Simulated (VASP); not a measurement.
# Sc in VASP: settings compared, part 2 of 2

VASP 6.6.1. Earlier steps stand in the parts before.

**3. Single point, PBE**

Contents of INCAR:

```
SYSTEM = Sc
ALGO = Normal
EDIFF = 1E-7
ENCUT = 520
GGA = PE
ISIF = 2
ISMEAR = 0
LASPH = .True.
LCHARG = .False.
LREAL = .False.
LWAVE = .False.
NBANDS = 12
NELM = 60
PREC = Accurate
SIGMA = 0.05
```

Contents of KPOINTS:

```
k-points
0
Gamma
  10 10 10
  0 0 0
```

Contents of POSCAR:

```
Sc
1.0
   -1.9172054859      1.9172054859      1.7176030000
    1.9172054859     -1.9172054859      1.7176030000
    1.9172054859      1.9172054859     -1.7176030000
Sc
1
Direct
    0.0000000000      0.0000000000      0.0000000000
```

Potentials or basis: VASP PAW PBE potentials, release 64 (Sc_sv).

Started as:

```bash
$ cat potpaw_PBE.64/Sc_sv/POTCAR > POTCAR
$ mpirun -np 1 vasp_std > vasp.out
```

OUTCAR:

```text
SYSTEM = Sc
   EDIFF = 1E-7
   ENCUT = 520
   GGA = PE
   ISIF = 2
   ISMEAR = 0
   LASPH = .True.
   LREAL = .False.
   NELM = 60
   PREC = Accurate

 ion  position               nearest neighbor table
   1  0.000  0.000  0.000-

  LATTYP: Found a body centered tetragonal cell.
 ALAT       =     3.8344109718
 C/A-ratio  =     0.8958888406

  Lattice vectors:

 A1 = (  -1.9172054859,   1.9172054859,   1.7176030000)
 A2 = (   1.9172054859,  -1.9172054859,   1.7176030000)
 A3 = (   1.9172054859,   1.9172054859,  -1.7176030000)

Analysis of symmetry for initial positions (statically):
=====================================================================
 Subroutine PRICEL returns:
 Original cell was already a primitive cell.

 Routine SETGRP: Setting up the symmetry group for a
 body centered tetragonal supercell.

 Subroutine GETGRP returns: Found 16 space group operations
 (whereof 16 operations were pure point group operations)
 out of a pool of 16 trial point group operations.

The static configuration has the point symmetry D_4h.

Analysis of symmetry for dynamics (positions and initial velocities):
=====================================================================
 Subroutine PRICEL returns:
 Original cell was already a primitive cell.

 Routine SETGRP: Setting up the symmetry group for a
 body centered tetragonal supercell.

 Subroutine GETGRP returns: Found 16 space group operations
 (whereof 16 operations were pure point group operations)
 out of a pool of 16 trial point group operations.

The dynamic configuration has the point symmetry D_4h.

 Subroutine INISYM returns: Found 16 space group operations
 (whereof 16 operations are pure point group operations),
 and found     1 'primitive' translations

----------------------------------------------------------------------------------------

                                     Primitive cell

  volume of cell :      25.2534

  direct lattice vectors                    reciprocal lattice vectors
    -1.917205486  1.917205486  1.717603000     0.000000000  0.260796249  0.291103357
     1.917205486 -1.917205486  1.717603000     0.260796249  0.000000000  0.291103357
     1.917205486  1.917205486 -1.717603000     0.260796249  0.260796249  0.000000000

  length of vectors
     3.209597142  3.209597142  3.209597142     0.390839927  0.390839927  0.368821593

  position of ions in fractional coordinates (direct lattice)
     0.000000000  0.000000000  0.000000000

  ion indices of the primitive-cell ions
   primitive index   ion index
                 1           1

----------------------------------------------------------------------------------------

 KPOINTS: k-points

Automatic generation of k-mesh.
 Grid dimensions read from file:
 generate k-points for:   10   10   10

 Generating k-lattice:

  Cartesian coordinates                     Fractional coordinates (reciprocal lattice)
     0.000000000  0.026079625  0.029110336     0.100000000 -0.000000000  0.000000000
     0.026079625  0.000000000  0.029110336    -0.000000000  0.100000000  0.000000000
     0.026079625  0.026079625  0.000000000     0.000000000  0.000000000  0.100000000

  Length of vectors
     0.039083993  0.039083993  0.036882159

  Shift w.r.t. Gamma in fractional coordinates (k-lattice)
     0.000000000  0.000000000  0.000000000

 Subroutine IBZKPT returns following result:
 ===========================================

 Found    102 irreducible k-points:

 Following reciprocal coordinates:
            Coordinates               Weight
  0.000000  0.000000  0.000000      1.000000
  0.100000  0.000000 -0.000000      8.000000
  0.200000  0.000000 -0.000000      8.000000
  0.300000  0.000000  0.000000      8.000000
  0.400000 -0.000000  0.000000      8.000000
  0.500000 -0.000000  0.000000      4.000000
[... 16 lines left out ...]
  0.300000  0.300000 -0.000000      8.000000
  0.400000  0.300000 -0.000000     16.000000
 [... further k-points ...]
   k-points           NKPTS =    102   k-points in BZ     NKDIM =    102   number of bands    NBANDS=     12
   number of dos      NEDOS =    301   number of ions     NIONS =      1
   total plane-waves  NPLWV =  13824
   dimension x,y,z NGX =    24 NGY =   24 NGZ =   24
   dimension x,y,z NGXF=    48 NGYF=   48 NGZF=   48
   ions per type =               1
   NGX,Y,Z   is equivalent  to a cutoff of  12.43, 12.43, 12.43 a.u.
   NGXF,Y,Z  is equivalent  to a cutoff of  24.86, 24.86, 24.86 a.u.
 SYSTEM =  Sc
   PREC   = accura    normal or accurate (medium, high low for compatibility)
   ISTART =      0    job   : 0-new  1-cont  2-samecut
   ICHARG =      2    charge: 1-file 2-atom 10-const
   ISPIN  =      1    spin polarized calculation?
   LNONCOLLINEAR =      F non collinear calculations
   LSORBIT =      F    spin-orbit coupling
   LASPH  =      T    aspherical Exc in radial PAW
   ENCUT  =  520.0 eV  38.22 Ry    6.18 a.u.   5.97  5.97  5.97*2*pi/ulx,y,z
   NELM   =     60;   NELMIN=  2; NELMDL= -5     # of ELM steps
   EDIFF  = 0.1E-06   stopping-criterion for ELM
   LREAL  =      F    real-space projection
   EDIFFG = 0.1E-05   stopping-criterion for IOM
   NSW    =      0    number of steps for IOM
   IBRION =     -1    ionic relax: 0-MD 1-quasi-New 2-CG
   NFREE  =      0    steps in history (QN), initial steepest desc. (CG)
   ISIF   =      2    stress and relaxation
   ISYM   =      2    0-nonsym 1-usesym 2-fastsym
   POTIM  = 0.5000    time-step for ionic-motion
   TEBEG  =    0.0;   TEEND  =   0.0 temperature during run
   PSTRESS=    0.0 pullay stress
   NELECT =      11.0000    total number of electrons
   NUPDOWN=      -1.0000    fix difference up-down
   EMIN   =  10.00;   EMAX   =-10.00  energy-range for DOS
   EFERMI =   0.00;   METHOD = LEGACY
   ISMEAR =     0;   SIGMA  =   0.05  broadening in eV -4-tet -1-fermi 0-gaus
   EFERMI_NEDOS =   21; number of points for ismear=-14 and -15
   IALGO  =     38    algorithm
   IMIX   =      4    mixing-type and parameters
     AMIX     =   0.40;   BMIX     =  1.00
     AMIX_MAG =   1.60;   BMIX_MAG =  1.00
  volume/ion in A,a.u.               =      25.25       170.42
  Fermi-wavevector in a.u.,A,eV,Ry     =   1.240983  2.345117 20.953486  1.540038
  Thomas-Fermi vector in A             =   2.375400
   LORBIT       =      0    0 simple, 1 ext, 2 COOP (PROOUT), +10 PAW based schemes
   GGA     = PE    functional components
   LHFCALC =     F    Hartree Fock is set to
   AEXX    =    0.0000 exact exchange contribution
   IVDW    =     0    specifies the selected vdW correction
   LEPSILON=     F    determine dielectric tensor
   LRPA    =     F    only Hartree local field effects (RPA)
 non-spin polarized calculation
 Gauss-broadening in eV      SIGMA  =   0.05
  energy-cutoff  :      520.00
  volume of cell :       25.25
 maximum number of plane-waves:       700
   NGX = 11   NGY = 11   NGZ = 11

 number of electron      11.0000004 magnetization

 Free energy of the ion-electron system (eV)
  ---------------------------------------------------
  ext. energy  EPLUGINS =         0.00000000
  ---------------------------------------------------
  free energy    TOTEN  =        -6.14038970 eV

  energy without entropy =       -6.13719419  energy(sigma->0) =       -6.13879195

 E-fermi :   3.6440     XC(G=0):  -9.7843

 val. band max:        3.6436763841   @ k =  -0.2000  -0.4000   0.1000
 cond. band min:       3.6583317300   @ k =  -0.4000   0.4000   0.1000
 fundamental gap:      0.0146553459
 Fermi energy:         3.6440242335

 k-point     1 :       0.0000    0.0000    0.0000
  band No.  band energies     occupation
      1     -45.9977      2.00000
      2     -24.4283      2.00000
      3     -24.4283      2.00000
      4     -24.3997      2.00000
      5      -1.5373      2.00000
      6       4.6590      0.00000
      7       5.3465      0.00000
      8       5.3465      0.00000
      9       5.9819      0.00000
     10       6.7549      0.00000
     11      17.0439      0.00000
     12      17.0439      0.00000
[... 331 lines left out ...]
 k-point    24 :       0.4000    0.3000   -0.0000
  band No.  band energies     occupation
      1     -45.9344      2.00000
      2     -24.6997      2.00000
      3     -24.6260      2.00000
      4     -24.4650      2.00000
      5       2.9001      2.00000
      6       3.4194      2.00000
      7       3.7513      0.00241
      8       6.4310      0.00000
      9       6.6065      0.00000
     10       9.0353      0.00000
     11      10.2849      0.00000
     12      11.3430      0.00000

 [... further k-points ...]
[... 5 lines left out ...]
  --------------------------------------------------------------------------------------
  -------------------------------------------------------------------------------------
  Total       -0.1748294     -0.1748294     -0.0470691      0.0000000      0.0000000      0.0000000
  in kB      -11.0918743    -11.0918743     -2.9862518      0.0000000      0.0000000      0.0000000
  external PRESSURE =      -8.3900002 kB  Pullay stress =       0.0000000 kB

 VOLUME and BASIS-vectors are now :
 -----------------------------------------------------------------------------
  energy-cutoff  :      520.00
  volume of cell :       25.25
      direct lattice vectors                 reciprocal lattice vectors
    -1.917205486  1.917205486  1.717603000     0.000000000  0.260796249  0.291103357
     1.917205486 -1.917205486  1.717603000     0.260796249  0.000000000  0.291103357
     1.917205486  1.917205486 -1.717603000     0.260796249  0.260796249  0.000000000

 POSITION                                       TOTAL-FORCE (eV/Angst)
 -----------------------------------------------------------------------------------
      0.00000      0.00000      0.00000         0.000000      0.000000      0.000000
 -----------------------------------------------------------------------------------
    total drift:                                0.000000      0.000000     -0.000000

  FREE ENERGIE OF THE ION-ELECTRON SYSTEM (eV)
  ---------------------------------------------------
  free  energy   TOTEN  =        -6.1403897027 eV

  energy  without entropy=       -6.1371941893  energy(sigma->0) =       -6.13879195
```

OSZICAR:

```text
N       E                     dE             d eps       ncg     rms          rms(c)
DAV:   1     0.742525720947E+02    0.74253E+02   -0.50568E+03  2464   0.889E+02
DAV:   2    -0.546057847871E+01   -0.79713E+02   -0.78213E+02  2456   0.285E+02
DAV:   3    -0.688487183170E+01   -0.14243E+01   -0.13954E+01  3336   0.497E+01
DAV:   4    -0.691060903833E+01   -0.25737E-01   -0.25714E-01  2968   0.544E+00
DAV:   5    -0.691106617238E+01   -0.45713E-03   -0.45713E-03  3276   0.703E-01    0.525E+00
DAV:   6    -0.623008851801E+01    0.68098E+00   -0.10459E+00  3700   0.144E+01    0.155E+00
DAV:   7    -0.614651304580E+01    0.83575E-01   -0.19635E-01  3824   0.584E+00    0.642E-01
DAV:   8    -0.614133728892E+01    0.51758E-02   -0.18089E-02  2896   0.200E+00    0.194E-01
DAV:   9    -0.614040112023E+01    0.93617E-03   -0.33527E-03  3560   0.831E-01    0.305E-02
DAV:  10    -0.614038960558E+01    0.11515E-04   -0.71433E-05  3760   0.102E-01    0.389E-03
DAV:  11    -0.614038928836E+01    0.31722E-06   -0.62467E-07  3808   0.102E-02    0.158E-03
DAV:  12    -0.614038972669E+01   -0.43833E-06   -0.17489E-07  3224   0.510E-03    0.190E-04
DAV:  13    -0.614038970271E+01    0.23985E-07   -0.24327E-09  1280   0.652E-04
   1 F= -.61403897E+01 E0= -.61387919E+01  d E =-.319551E-02
```

stdout:

```text
POSCAR found type information on POSCAR Sc
 POSCAR found :  1 types and       1 ions
 scaLAPACK will be used
 LDA part: xc-table for (Slater+PW92), standard interpolation
 POSCAR, INCAR and KPOINTS ok, starting setup
 FFT: planning ... GRIDC
 FFT: planning ... GRID_SOFT
 FFT: planning ... GRID
 WAVECAR not read
 entering main loop
```

Wall time 17 s (1 thread of Intel Xeon Platinum 8259CL at 2.50GHz (Skylake/Cascade Lake), shared host); peak memory 0.16 GiB.

Results:

| Quantity | Value |
| --- | --- |
| Free energy | -6.1404 eV |
| Pressure | -0.8 GPa |

Levels at points of the mesh, in eV from the Fermi level:
```tsv
k point	band 1	band 2	band 3	band 4	band 5	band 6	band 7	band 8	band 9	band 10
(0.00, 0.00, 0.00)	-49.64	-28.07	-28.07	-28.04	-5.18	1.01	1.70	1.70	2.34	3.11
(0.50, 0.00, 0.00)	-49.58	-28.42	-28.19	-28.08	-1.69	0.06	0.63	2.74	3.45	4.02
(0.50, 0.50, 0.00)	-49.59	-28.43	-28.14	-28.06	-1.83	0.06	0.86	2.24	2.87	3.98
(0.50, 0.50, 0.50)	-49.55	-28.35	-28.35	-28.24	-1.27	-1.06	3.73	3.73	3.86	5.23
```
